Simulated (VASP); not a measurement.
**Al: single point with r2SCAN**

The system is Al.

```
Al
1.0
     2.87708    0.00000    0.00000
    -1.43854    2.49162    0.00000
     0.00000    0.00000    4.64446
Al
2
Direct
  0.33333 0.66667 0.25000
  0.66667 0.33333 0.75000
```

This isn't the form of Al at room conditions, which is fcc.

```
Program                : VASP 6.6.1
Task                   : single point
Functional             : r2SCAN
Potentials or basis    : VASP PAW PBE potentials, release 64 (Al)
Cutoff                 : 520 eV
k mesh                 : 14 × 14 × 8
Occupations            : fermi-dirac, width 0.1 eV
Spin                   : no spin polarisation
Dipole correction      : no
Further INCAR settings : ALGO = Normal; EDIFF = 1e-07; NBANDS = 10
```

| Property | Result |
| --- | --- |
| Pressure | -3.5 GPa |
| Band gap on the k mesh | zero (bands 3 and 4 overlap by 7.98 eV) |

Stress tensor (GPa, compression positive):
```
-4.10  0.00  0.00
 0.00 -4.10  0.00
 0.00  0.00 -2.27
```

Levels at points of the mesh, in eV from the Fermi level:
```tsv
k point	band 1	band 2	band 3	band 4	band 5	band 6
(0.00, 0.00, 0.00)	-11.80	-4.91	-4.39	11.04	11.04	11.43
(0.50, 0.00, 0.00)	-5.65	-5.55	0.60	1.36	1.47	2.03
(0.00, 0.00, 0.50)	-9.99	-9.99	3.86	3.86	12.31	12.31
(0.50, 0.00, 0.50)	-4.25	-4.25	-3.38	-3.38	7.36	7.36
```

Wall time 2.5 min on 1 thread of Intel Xeon 8259CL (shared host), peak memory 0.17 GiB.

Caveat: the cell stands under tension; the PAW data sets were made with another functional, which shifts forces and pressure a little.
